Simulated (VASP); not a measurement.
# Mg (P6_3/mmc) in VASP: further runs

Runs on Mg. Level: PBEsol. Tasks: single point, relaxation of volume and atoms at fixed shape.

Everything below comes from runs of VASP 6.6.1. Logs are shortened: lines on timing, memory, paths and dates and some standing lists are left out, and cuts for length are marked.

## 1. The cell of the first run

Symmetry: P6_3/mmc, No. 194, hexagonal system. The conventional cell has a = 3.173 Å, b = 3.173 Å, c = 5.152 Å, α = 90.00°, β = 90.00°, γ = 120.00°. Mg (site symmetry -6m2) has 12 Mg at 3.16 to 3.17 Å within 4.2 Å.

## 2. Single point, PBEsol

File INCAR:

```
PREC = Accurate
ENCUT = 520
EDIFF = 1E-7
ISMEAR = 1
SIGMA = 0.1
LREAL = False
LASPH = True
NELM = 80
ALGO = Normal
ISIF = 2
LWAVE = False
LCHARG = False
GGA = PS
NBANDS = 9
```

File KPOINTS:

```
Automatic mesh
0
Gamma
  9 9 5
```

File POSCAR:

```
Mg
1.0
    3.1732732687      0.0000000000      0.0000000000
   -1.5866366343      2.7481352638      0.0000000000
    0.0000000000      0.0000000000      5.1518105854
Mg
2
Direct
    0.3333333333      0.6666666667      0.2500000000
    0.6666666667      0.3333333333      0.7500000000
```

Potentials or basis: VASP PAW PBE potentials, release 64 (Mg).

On the command line:

```sh
$ cat potpaw_PBE.64/Mg/POTCAR > POTCAR
$ mpirun -np 1 vasp_std > vasp.out
```

OUTCAR:

```text
PREC = Accurate
   ENCUT = 520
   EDIFF = 1E-7
   ISMEAR = 1
   LREAL = False
   LASPH = True
   NELM = 80
   ISIF = 2
   GGA = PS

 ion  position               nearest neighbor table
   1  0.333  0.667  0.250-   2 3.16   2 3.16   2 3.16   2 3.16   2 3.16   2 3.16
   2  0.667  0.333  0.750-   1 3.16   1 3.16   1 3.16   1 3.16   1 3.16   1 3.16

  LATTYP: Found a hexagonal cell.
 ALAT       =     3.1732732687
 C/A-ratio  =     1.6235004518

  Lattice vectors:

 A1 = (   3.1732732687,   0.0000000000,   0.0000000000)
 A2 = (  -1.5866366343,   2.7481352638,   0.0000000000)
 A3 = (   0.0000000000,   0.0000000000,   5.1518105854)

Analysis of symmetry for initial positions (statically):
=====================================================================
 Subroutine PRICEL returns:
 Original cell was already a primitive cell.

 Routine SETGRP: Setting up the symmetry group for a
 hexagonal supercell.

 Subroutine GETGRP returns: Found 24 space group operations
 (whereof 12 operations were pure point group operations)
 out of a pool of 24 trial point group operations.

The static configuration has the point symmetry D_3d.
 The point group associated with its full space group is D_6h.

Analysis of symmetry for dynamics (positions and initial velocities):
=====================================================================
 Subroutine PRICEL returns:
 Original cell was already a primitive cell.

 Routine SETGRP: Setting up the symmetry group for a
 hexagonal supercell.

 Subroutine GETGRP returns: Found 24 space group operations
 (whereof 12 operations were pure point group operations)
 out of a pool of 24 trial point group operations.

The dynamic configuration has the point symmetry D_3d.
 The point group associated with its full space group is D_6h.

 Subroutine INISYM returns: Found 24 space group operations
 (whereof 12 operations are pure point group operations),
 and found     1 'primitive' translations

----------------------------------------------------------------------------------------

                                     Primitive cell

  volume of cell :      44.9268

  direct lattice vectors                    reciprocal lattice vectors
     3.173273269  0.000000000  0.000000000     0.315132015  0.181941554  0.000000000
    -1.586636634  2.748135264  0.000000000     0.000000000  0.363883108  0.000000000
     0.000000000  0.000000000  5.151810585     0.000000000  0.000000000  0.194106515

  length of vectors
     3.173273269  3.173273269  5.151810585     0.363883108  0.363883108  0.194106515

  position of ions in fractional coordinates (direct lattice)
     0.333333333  0.666666667  0.250000000
     0.666666667  0.333333333  0.750000000

  ion indices of the primitive-cell ions
   primitive index   ion index
                 1           1
                 2           2

----------------------------------------------------------------------------------------

 KPOINTS: Automatic mesh

Automatic generation of k-mesh.
 Grid dimensions read from file:
 generate k-points for:    9    9    5

 Generating k-lattice:

  Cartesian coordinates                     Fractional coordinates (reciprocal lattice)
     0.035014668  0.020215728  0.000000000     0.111111111  0.000000000  0.000000000
     0.000000000  0.040431456  0.000000000     0.000000000  0.111111111  0.000000000
     0.000000000  0.000000000  0.038821303     0.000000000  0.000000000  0.200000000

  Length of vectors
     0.040431456  0.040431456  0.038821303

  Shift w.r.t. Gamma in fractional coordinates (k-lattice)
     0.000000000  0.000000000  0.000000000

 Subroutine IBZKPT returns following result:
 ===========================================

 Found     36 irreducible k-points:

 Following reciprocal coordinates:
            Coordinates               Weight
  0.000000  0.000000  0.000000      1.000000
  0.111111 -0.000000  0.000000      6.000000
  0.222222 -0.000000  0.000000      6.000000
  0.333333 -0.000000  0.000000      6.000000
  0.444444 -0.000000  0.000000      6.000000
  0.111111  0.111111  0.000000      6.000000
[... 16 lines left out ...]
  0.333333  0.222222  0.200000     24.000000
  0.333333  0.333333  0.200000      4.000000
 [... further k-points ...]
   k-points           NKPTS =     36   k-points in BZ     NKDIM =     36   number of bands    NBANDS=      9
   number of dos      NEDOS =    301   number of ions     NIONS =      2
   total plane-waves  NPLWV =  23040
   dimension x,y,z NGX =    24 NGY =   24 NGZ =   40
   dimension x,y,z NGXF=    48 NGYF=   48 NGZF=   80
   ions per type =               2
   NGX,Y,Z   is equivalent  to a cutoff of  12.57, 12.57, 12.91 a.u.
   NGXF,Y,Z  is equivalent  to a cutoff of  25.15, 25.15, 25.82 a.u.
 SYSTEM =  unknown system
   PREC   = accura    normal or accurate (medium, high low for compatibility)
   ISTART =      0    job   : 0-new  1-cont  2-samecut
   ICHARG =      2    charge: 1-file 2-atom 10-const
   ISPIN  =      1    spin polarized calculation?
   LNONCOLLINEAR =      F non collinear calculations
   LSORBIT =      F    spin-orbit coupling
   LASPH  =      T    aspherical Exc in radial PAW
   ENCUT  =  520.0 eV  38.22 Ry    6.18 a.u.   5.90  5.90  9.58*2*pi/ulx,y,z
   NELM   =     80;   NELMIN=  2; NELMDL= -5     # of ELM steps
   EDIFF  = 0.1E-06   stopping-criterion for ELM
   LREAL  =      F    real-space projection
   EDIFFG = 0.1E-05   stopping-criterion for IOM
   NSW    =      0    number of steps for IOM
   IBRION =     -1    ionic relax: 0-MD 1-quasi-New 2-CG
   NFREE  =      0    steps in history (QN), initial steepest desc. (CG)
   ISIF   =      2    stress and relaxation
   ISYM   =      2    0-nonsym 1-usesym 2-fastsym
   POTIM  = 0.5000    time-step for ionic-motion
   TEBEG  =    0.0;   TEEND  =   0.0 temperature during run
   PSTRESS=    0.0 pullay stress
   NELECT =       4.0000    total number of electrons
   NUPDOWN=      -1.0000    fix difference up-down
   EMIN   =  10.00;   EMAX   =-10.00  energy-range for DOS
   EFERMI =   0.00;   METHOD = LEGACY
   ISMEAR =     1;   SIGMA  =   0.10  broadening in eV -4-tet -1-fermi 0-gaus
   EFERMI_NEDOS =   21; number of points for ismear=-14 and -15
   IALGO  =     38    algorithm
   IMIX   =      4    mixing-type and parameters
     AMIX     =   0.40;   BMIX     =  1.00
     AMIX_MAG =   1.60;   BMIX_MAG =  1.00
  volume/ion in A,a.u.               =      22.46       151.59
  Fermi-wavevector in a.u.,A,eV,Ry     =   0.731015  1.381418  7.270723  0.534383
  Thomas-Fermi vector in A             =   1.823128
   LORBIT       =      0    0 simple, 1 ext, 2 COOP (PROOUT), +10 PAW based schemes
   GGA     = PS    functional components
   LHFCALC =     F    Hartree Fock is set to
   AEXX    =    0.0000 exact exchange contribution
   IVDW    =     0    specifies the selected vdW correction
   LEPSILON=     F    determine dielectric tensor
   LRPA    =     F    only Hartree local field effects (RPA)
 non-spin polarized calculation
 Methfessel and Paxton  Order N= 1 SIGMA  =   0.10
  energy-cutoff  :      520.00
  volume of cell :       44.93
 maximum number of plane-waves:      1224
 NGX is ok and might be reduce to    24
   NGX = 11   NGY = 11   NGZ = 19

 number of electron       4.0000000 magnetization

 Free energy of the ion-electron system (eV)
  ---------------------------------------------------
  ext. energy  EPLUGINS =         0.00000000
  ---------------------------------------------------
  free energy    TOTEN  =        -3.44206497 eV

  energy without entropy =       -3.44271504  energy(sigma->0) =       -3.44228166

 E-fermi :   2.6630     XC(G=0):  -8.6022

 val. band max:        2.6503859764   @ k =   0.4444  -0.0000   0.4000
 cond. band min:       2.7573294266   @ k =   0.4444   0.1111   0.4000
 fundamental gap:      0.1069434502
 Fermi energy:         2.6630350647

 k-point     1 :       0.0000    0.0000    0.0000
  band No.  band energies     occupation
      1      -4.3176      2.00000
      2       0.9850      2.00000
      3       1.4679      2.00000
      4      13.7568      0.00000
      5      13.7568      0.00000
      6      13.9190      0.00000
      7      13.9190      0.00000
      8      14.6497      0.00000
      9      16.3442      0.00000

 k-point     2 :       0.1111   -0.0000    0.0000
  band No.  band energies     occupation
      1      -4.0712      2.00000
      2       1.2097      2.00000
      3       1.7064      2.00000
      4      10.6127      0.00000
      5      12.1979      0.00000
      6      12.9756      0.00000
      7      15.3640      0.00000
      8      15.5070      0.00000
      9      15.7600      0.00000

 k-point     3 :       0.2222   -0.0000    0.0000
  band No.  band energies     occupation
      1      -3.3359      2.00000
      2       1.8845      2.00000
      3       2.4014      2.00135
      4       7.3249      0.00000
      5      10.9668      0.00000
      6      11.2548      0.00000
      7      12.0765      0.00000
      8      13.5972      0.00000
      9      15.4966      0.00000

 k-point     4 :       0.3333   -0.0000    0.0000
  band No.  band energies     occupation
      1      -2.1233      2.00000
      2       3.0110     -0.00001
      3       3.2937     -0.00000
      4       4.6493     -0.00000
      5       9.1432      0.00000
      6       9.3149      0.00000
      7      10.1480      0.00000
      8      11.9732      0.00000
      9      14.5651      0.00000
[... 205 lines left out ...]
 k-point    22 :       0.2222    0.2222    0.2000
  band No.  band energies     occupation
      1      -1.1836      2.00000
      2       2.0193      2.00000
      3       5.0170      0.00000
      4       5.0209      0.00000
      5       6.6279      0.00000
      6       8.4183      0.00000
      7       8.5979      0.00000
      8      12.5334      0.00000
      9      12.8602      0.00000

 k-point    23 :       0.3333    0.2222    0.2000
  band No.  band energies     occupation
      1       0.4653      2.00000
      2       2.4697      2.01972
      3       3.6794     -0.00000
      4       4.6733      0.00000
      5       5.9104      0.00000
      6       7.6376      0.00000
      7       8.5843      0.00000
      8      10.3481      0.00000
      9      12.3161      0.00000

 k-point    24 :       0.3333    0.3333    0.2000
  band No.  band energies     occupation
      1       2.2619      2.00000
      2       2.3044      2.00000
      3       2.3044      2.00000
      4       5.4073      0.00000
      5       5.7713      0.00000
      6       5.7713      0.00000
      7       9.6623      0.00000
      8      10.3370      0.00000
      9      10.3370      0.00000

 [... further k-points ...]
[... 5 lines left out ...]
  --------------------------------------------------------------------------------------
  -------------------------------------------------------------------------------------
  Total       -0.0505120     -0.0505120      0.0801340     -0.0000000     -0.0000000      0.0000000
  in kB       -1.8013555     -1.8013555      2.8577341     -0.0000000     -0.0000000      0.0000000
  external PRESSURE =      -0.2483257 kB  Pullay stress =       0.0000000 kB

 VOLUME and BASIS-vectors are now :
 -----------------------------------------------------------------------------
  energy-cutoff  :      520.00
  volume of cell :       44.93
      direct lattice vectors                 reciprocal lattice vectors
     3.173273269  0.000000000  0.000000000     0.315132015  0.181941554  0.000000000
    -1.586636634  2.748135264  0.000000000     0.000000000  0.363883108  0.000000000
     0.000000000  0.000000000  5.151810585     0.000000000  0.000000000  0.194106515

 POSITION                                       TOTAL-FORCE (eV/Angst)
 -----------------------------------------------------------------------------------
     -0.00000      1.83209      1.28795        -0.000000      0.000000      0.000000
      1.58664      0.91605      3.86386         0.000000     -0.000000      0.000000
 -----------------------------------------------------------------------------------
    total drift:                                0.000000     -0.000000      0.000000

  FREE ENERGIE OF THE ION-ELECTRON SYSTEM (eV)
  ---------------------------------------------------
  free  energy   TOTEN  =        -3.4420649711 eV

  energy  without entropy=       -3.4427150399  energy(sigma->0) =       -3.44228166
```

Wall time 9 s (1 thread of Intel Xeon Platinum 8488C (Sapphire Rapids), shared host); peak memory 0.15 GiB.

What came out:

```yaml
Free_energy: -3.4421 eV
Pressure: 0.0 GPa
Band_gap_on_the_k_mesh: zero (bands 2 and 3 overlap by 2.22 eV)
```

Stress tensor (GPa, compression positive):
```
-0.18  0.00  0.00
 0.00 -0.18  0.00
 0.00  0.00  0.29
```

Caveat: the PAW data sets were made with another functional, which shifts forces and pressure a little.

## 3. Relaxation of volume and atoms at fixed shape, PBEsol

This run uses another cell than the first one, of 23.24 Å³/atom.

File INCAR:

```
PREC = Accurate
ENCUT = 600
EDIFF = 1E-7
ISMEAR = 1
SIGMA = 0.1
LREAL = F
LASPH = T
NELM = 100
ALGO = Normal
ISIF = 8
LWAVE = F
LCHARG = F
GGA = PS
IBRION = 2
NSW = 80
EDIFFG = -0.03
```

File KPOINTS:

```
regular mesh
0
Gamma
  9 9 5
```

File POSCAR:

```
Mg
1.0
    3.2093000000      0.0000000000      0.0000000000
   -1.6046500000      2.7793353284      0.0000000000
    0.0000000000      0.0000000000      5.2103000000
Mg
2
Direct
    0.3333333333      0.6666666667      0.2500000000
    0.6666666667      0.3333333333      0.7500000000
```

Potentials or basis: VASP PAW PBE potentials, release 64 (Mg).

On the command line:

```sh
$ cat potpaw_PBE.64/Mg/POTCAR > POTCAR
$ mpirun -np 1 vasp_std > vasp.out
```

It took 36 s on 1 thread of Intel Xeon Platinum 8488C (Sapphire Rapids), shared host; peak memory 0.18 GiB.

It converged, with:

- Free energy: -3.4423 eV
- Relaxed volume: 22.45 Å³/atom
- Relaxed cell: a = 3.173 Å, b = 3.173 Å, c = 5.151 Å, α = 90.00°, β = 90.00°, γ = 120.00°
- Space group after relaxing (to 0.1 Å): P6_3/mmc (No. 194)
- Energy gained by relaxing: 3.1 meV/atom
- Ionic steps: 3
- Pressure after relaxing: 0.0 GPa
- Band gap on the k mesh: zero (bands 2 and 3 overlap by 2.22 eV)

Stress tensor (GPa, compression positive):
```
-0.17  0.00  0.00
 0.00 -0.17  0.00
 0.00  0.00  0.30
```

The path:
```
step  energy change (eV)  largest force (eV/Å)  pressure (GPa)  volume (Å³)
   1              0.0000                0.0000           -1.24        46.47
   2             -0.0059                0.0000           -0.32        45.28
   3             -0.0063                0.0000           -0.01        44.91
```

Final structure:
```
CELL_PARAMETERS angstrom
3.17280 0.00000 0.00000
-1.58640 2.74773 0.00000
0.00000 0.00000 5.15105
ATOMIC_POSITIONS crystal
Mg 0.33333 0.66667 0.25000
Mg 0.66667 0.33333 0.75000
```

Levels at points of the mesh, in eV from the Fermi level:
```csv
k point,band 1,band 2,band 3,band 4,band 5
"(0.00, 0.00, 0.00)",-6.98,-1.68,-1.20,11.10,11.10
```

Caveat: the PAW data sets were made with another functional, which shifts forces and pressure a little.

The gap in the log of VASP goes by the Fermi energy; the results here count the filled bands.